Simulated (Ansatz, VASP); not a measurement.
Two plane-wave programs on Sr

```xyz
2
Lattice="4.3667 0.0000 0.0000 -2.1834 3.7817 0.0000 0.0000 0.0000 7.1428" Properties=species:S:1:pos:R:3 pbc="T T T"
Sr    0.0000    2.5211    1.7857
Sr    2.1834    1.2606    5.3571
```

Change from the starting cell: volume scaled by 1.04, PAW files.

Alike in both runs: task electric field gradients; functional PBE; k mesh 10 × 10 × 5; occupations fermi-dirac, width 0.08 eV; no spin polarisation.

|  | VASP | Ansatz |
| --- | --- | --- |
| version | VASP 6.6.1 | Ansatz 0.2.0 |
| potentials or method | VASP PAW PBE potentials, release 64 (Sr_sv) | PAW with Ansatz's default frozen-core files, scalar-relativistic |
| plane-wave cutoff (eV) | 520 | 420 |
| valence electrons in the cell | 20 | 20 |

```tsv
	VASP	Ansatz	Ansatz less VASP
pressure (GPa)	-0.7	-0.7	0.00
traceless stress, the component that is largest in VASP (GPa)	0.07	0.08	+0.001
size of Vzz on the site where it differs most (V/Å²)	4.6	4.8	+0.15
```
